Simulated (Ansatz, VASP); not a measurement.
One calculation of MoS2, two programs

The input INCAR:

```
PREC = Accurate
ENCUT = 520
EDIFF = 1E-6
ISMEAR = -1
SIGMA = 0.03
LREAL = False
LASPH = True
NELM = 80
ALGO = Normal
ISIF = 2
LWAVE = False
LCHARG = False
NBANDS = 35
```

File KPOINTS:

```
regular mesh
0
Gamma
  10 10 3
```

The input POSCAR:

```
MoS2
1.0
    3.0964732586      0.0000000000      0.0000000000
   -1.5482366293      2.6816245041      0.0000000000
    0.0000000000      0.0000000000     12.0440112067
Mo S
2 4
Direct
    0.3333333333      0.6666666667      0.2500000000
    0.6666666667      0.3333333333      0.7500000000
    0.3333333333      0.6666666667      0.6275000000
    0.6666666667      0.3333333333      0.1275000000
    0.3333333333      0.6666666667      0.8725000000
    0.6666666667      0.3333333333      0.3725000000
```

Input for Ansatz:

```yaml
crystal:
  lattice:
    - [3.0964732586, 0.0, 0.0]
    - [-1.5482366293, 2.6816245041, 0.0]
    - [0.0, 0.0, 12.0440112067]
  atoms:
    - { symbol: Mo, position: [0.3333333333, 0.6666666667, 0.25] }
    - { symbol: Mo, position: [0.6666666667, 0.3333333333, 0.75] }
    - { symbol: S, position: [0.3333333333, 0.6666666667, 0.6275] }
    - { symbol: S, position: [0.6666666667, 0.3333333333, 0.1275] }
    - { symbol: S, position: [0.3333333333, 0.6666666667, 0.8725] }
    - { symbol: S, position: [0.6666666667, 0.3333333333, 0.3725] }
kpoints:
  mp_grid: { grid: [10, 10, 3] }
  band_path:
    path:
      - [0.0, 0.0, 0.0]
      - [0.5, 0.0, 0.0]
      - [0.3333333333, 0.3333333333, 0.0]
      - [0.0, 0.0, 0.0]
      - [0.0, 0.0, 0.5]
      - [0.5, 0.0, 0.5]
      - [0.3333333333, 0.3333333333, 0.5]
      - [0.0, 0.0, 0.5]
      - [0.5, 0.0, 0.5]
    npoints: 5
scf:
  occupations: { method: fermi_dirac, width: 0.03 }
hamiltonian:
  xc: lda
  pseudopotentials: { kind: all_electron, lapw: { basis_error: 0.001 } }
output:
  forces: true
  stress: true
  eigenvalues: true
```

Change from the starting cell: volume scaled by 0.94.

Alike in both runs: task single point; functional LDA; k mesh 10 × 10 × 3; occupations fermi-dirac, width 0.03 eV; no spin polarisation.

|  | VASP | Ansatz |
| --- | --- | --- |
| version | VASP 6.6.1 | Ansatz 0.2.0 |
| potentials or method | VASP PAW LDA potentials, release 64 (Mo_sv, S), cutoff 520 eV | all-electron LAPW, scalar-relativistic |

|  | VASP | Ansatz | Ansatz less VASP |
| --- | --- | --- | --- |
| pressure (GPa) | 12.7 | 12.6 | -0.03 |
| traceless stress, the component that is largest in VASP (GPa) | 5.56 | 5.62 | +0.062 |
| rms of the force components (eV/Å) | 0.942 | 0.940 | -0.0018 |

LDA's correlation is that of Perdew and Zunger in VASP and of Perdew and Wang (1992) in Ansatz. Atom by atom the forces differ by 0.002 eV/Å (rms over components). Ansatz ran all-electron here, and VASP with PAW potentials.
